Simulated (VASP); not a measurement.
Set up this calculation in VASP 6.6.1, as the native input.

```
Task                   : single point
Functional             : r2SCAN
Potentials or basis    : VASP PAW PBE potentials, release 64 (Al, N)
Cutoff                 : 520 eV
k mesh                 : 8 × 8 × 2
Occupations            : gaussian, width 0.05 eV
Spin                   : no spin polarisation
Dipole correction      : no
Further INCAR settings : ALGO = Normal; EDIFF = 1e-06; NBANDS = 36
```

The system is AlN.

```
CELL_PARAMETERS angstrom
2.18490 -2.18490 0.00000
2.18490 0.00000 -2.18490
9.17658 8.30262 8.73960
ATOMIC_POSITIONS crystal
Al 0.92084 0.00000 0.39580
Al 0.28751 0.33333 0.22913
Al 0.55417 0.66667 0.56247
Al 0.82084 0.00000 0.89580
Al 0.18751 0.33333 0.72913
Al 0.65417 0.66667 0.06247
N 0.57917 0.66667 0.43747
N 0.94584 0.00000 0.27080
N 0.21251 0.33333 0.60413
N 0.47917 0.66667 0.93747
N 0.84584 0.00000 0.77080
N 0.31251 0.33333 0.10413
```

This cell differs from its parent crystal: the part above a cut slid along it.

One way to write it, as run:

POSCAR

```
AlN
1.0
    2.1849006262     -2.1849006262      0.0000000000
    2.1849006262      0.0000000000     -2.1849006262
    9.1765826299      8.3026223795      8.7396025047
Al N
6 6
Direct
    0.9208400000      0.0000000000      0.3958000000
    0.2875066667      0.3333333333      0.2291333333
    0.5541733333      0.6666666667      0.5624666667
    0.8208400000      1.0000000000      0.8958000000
    0.1875066667      0.3333333333      0.7291333333
    0.6541733333      0.6666666667      0.0624666667
    0.5791733333      0.6666666667      0.4374666667
    0.9458400000      1.0000000000      0.2708000000
    0.2125066667      0.3333333333      0.6041333333
    0.4791733333      0.6666666667      0.9374666667
   -0.1541600000      0.0000000000      0.7708000000
    0.3125066667      0.3333333333      0.1041333333
```

INCAR.step1

```
PREC     = Accurate       # precision mode
ENCUT    = 520            # plane-wave cutoff, eV
ISMEAR   = 0              # smearing method
SIGMA    = 0.05           # smearing width, eV
LREAL    = F              # projectors in reciprocal space
LASPH    = T              # aspherical terms in the spheres
NELM     = 100            # most SCF steps
NBANDS   = 36             # bands
GGA      = PE             # functional
ALGO     = Normal         # electronic algorithm
EDIFF    = 1E-4           # SCF threshold, eV
LWAVE    = T              # write WAVECAR
LCHARG   = F              # write CHGCAR
```

INCAR.step2

```
PREC     = Accurate       # precision mode
ENCUT    = 520            # plane-wave cutoff, eV
EDIFF    = 1E-6           # SCF threshold, eV
ISMEAR   = 0              # smearing method
SIGMA    = 0.05           # smearing width, eV
LREAL    = F              # projectors in reciprocal space
LASPH    = T              # aspherical terms in the spheres
NELM     = 100            # most SCF steps
ALGO     = Normal         # electronic algorithm
ISIF     = 2              # what is computed and relaxed
LWAVE    = F              # write WAVECAR
LCHARG   = F              # write CHGCAR
METAGGA  = R2SCAN         # meta-GGA
LMIXTAU  = T            
NBANDS   = 36             # bands
ISTART   = 1
```

KPOINTS

```
regular mesh
0
Gamma
  8 8 2
```

Potentials or basis: VASP PAW PBE potentials, release 64 (Al, N).

Launch:

```sh
$ cat potpaw_PBE.64/Al/POTCAR potpaw_PBE.64/N/POTCAR > POTCAR
$ cp INCAR.step1 INCAR
$ mpirun -np 1 vasp_std > vasp.out
$ cp INCAR.step2 INCAR
$ mpirun -np 1 vasp_std > vasp.out
```

It gave:

* Pressure: -0.9 GPa
* Largest force: 1.258 eV/Å
* Band gap on the k mesh: 3.60 eV (least direct gap 3.99 eV)

Caveat: the cell differs from its parent crystal (the part above a cut slid along it); the stress differs along the axes, from -4 to 1 GPa; the PAW data sets were made with another functional, which shifts forces and pressure a little.

It took 18 min on 1 thread of Intel(R) Xeon(R) Platinum 8259CL CPU @ 2.50GHz (Skylake/Cascade Lake) (shared host), peak memory 0.4 GiB.
